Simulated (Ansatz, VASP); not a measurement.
# Two plane-wave programs on NaF

The input POSCAR:

```
NaF
1.0
    0.0000000000      2.5312613679      2.5175925565
    2.5312613679      0.0000000000      2.5175925565
    2.5312613679      2.5312613679      0.0000000000
Na F
1 1
Direct
    0.0000000000      0.0000000000      0.0000000000
    0.2500000000      0.2500000000      0.2500000000
```

INCAR.step1

```
PREC = Accurate
ENCUT = 520
EDIFF = 1E-5
ISMEAR = 0
SIGMA = 0.01
LREAL = F
LASPH = T
NELM = 100
ALGO = Normal
ISIF = 2
LWAVE = T
NBANDS = 14
GGA = PE
```

INCAR.step2

```
PREC = Accurate
ENCUT = 520
EDIFF = 1E-6
ISMEAR = 0
SIGMA = 0.01
LREAL = F
LASPH = T
NELM = 100
ALGO = Normal
ISIF = 2
LWAVE = F
LCHARG = T
GGA = PE
LHFCALC = T
HFSCREEN = 0.2079
PRECFOCK = Normal
LELF = T
LVHAR = T
NBANDS = 14
ISTART = 1
```

Contents of KPOINTS:

```
Automatic mesh
0
Gamma
  6 6 6
```

Input for Ansatz:

```yaml
crystal:
  lattice:
    - [0.0, 2.5312613679, 2.5175925565]
    - [2.5312613679, 0.0, 2.5175925565]
    - [2.5312613679, 2.5312613679, 0.0]
  atoms:
    - { symbol: Na, position: [0.0, 0.0, 0.0] }
    - { symbol: F, position: [0.25, 0.25, 0.25] }
kpoints:
  mp_grid: { grid: [6, 6, 6] }
  band_path:
    path:
      - [0.0, 0.0, 0.0]
      - [-0.5, -0.5, 0.0]
      - [-0.375, -0.375, 0.25]
      - [-0.375, 0.0, 0.375]
      - [0.0, 0.0, 0.5]
      - [-0.5, -0.25, 0.25]
    npoints: 1
hamiltonian:
  xc: hse06
scf:
  occupations: { method: fixed }
  n_extra_bands: 4
output:
  forces: true
  stress: true
  eigenvalues: true
```

Change from the starting cell: uniaxial_z strain -0.5%.

Alike in both runs: task single point; functional HSE06; k mesh 6 × 6 × 6; no spin polarisation.

```csv
,VASP,Ansatz
version,VASP 6.6.1,Ansatz 0.2.0
potentials or method,"VASP PAW PBE potentials, release 64 (Na_pv, F)","plane waves, PAW"
plane-wave cutoff (eV),520,420
occupations,"gaussian, width 0.01 eV",fixed
valence electrons in the cell,14,16
```

|  | VASP | Ansatz | Ansatz less VASP |
| --- | --- | --- | --- |
| gap on the k mesh at the Fermi level (eV) | 7.65 | 7.68 | +0.028 |
| pressure (GPa) | 1.1 | 0.9 | -0.15 |

VASP's potentials hold 14 valence electrons a cell and Ansatz's 16, so a difference there can come from the potentials and not from the codes. Ansatz's warnings: stress exchange threshold loose, stress scf threshold loose.
